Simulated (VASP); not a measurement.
A run of VASP 6.6.1:

The input INCAR:

```
SYSTEM = Mg
PREC = Accurate ; ENCUT = 520
EDIFF = 1E-6 ; ISMEAR = -1
SIGMA = 0.05 ; LREAL = .FALSE.
LASPH = .TRUE. ; NELM = 80
ALGO = Normal ; ISIF = 2
LWAVE = .FALSE. ; LCHARG = .FALSE.
GGA = PE ; NBANDS = 12
```

KPOINTS

```
Automatic mesh
0
G
  8 8 5
  0 0 0
```

File POSCAR:

```
Mg
1.0
    4.1650301230      0.0000000000      0.0000000000
   -2.0825150616      3.6070218941      0.0000000000
    0.0000000000      0.0000000000      6.2901528603
Mg
4
Direct
    0.0000000000      0.0000000000      0.0000000000
    0.0000000000      0.0000000000      0.5000000000
    0.3333333333      0.6666666667      0.2500000000
    0.6666666667      0.3333333333      0.7500000000
```

Potentials or basis: VASP PAW PBE potentials, release 64 (Mg).

Run with:

```console
$ cat potpaw_PBE.64/Mg/POTCAR > POTCAR
$ mpirun -np 1 vasp_std > vasp.out
```

Hardware: 1 thread of AMD EPYC 7R13, with other jobs on the host.

Q: How long does it take, and how much memory?

A: Wall time 40 s on 1 thread of AMD EPYC 7R13, with other jobs on the host, peak memory 0.18 GiB. Counts: scf iterations 11, k points 30.
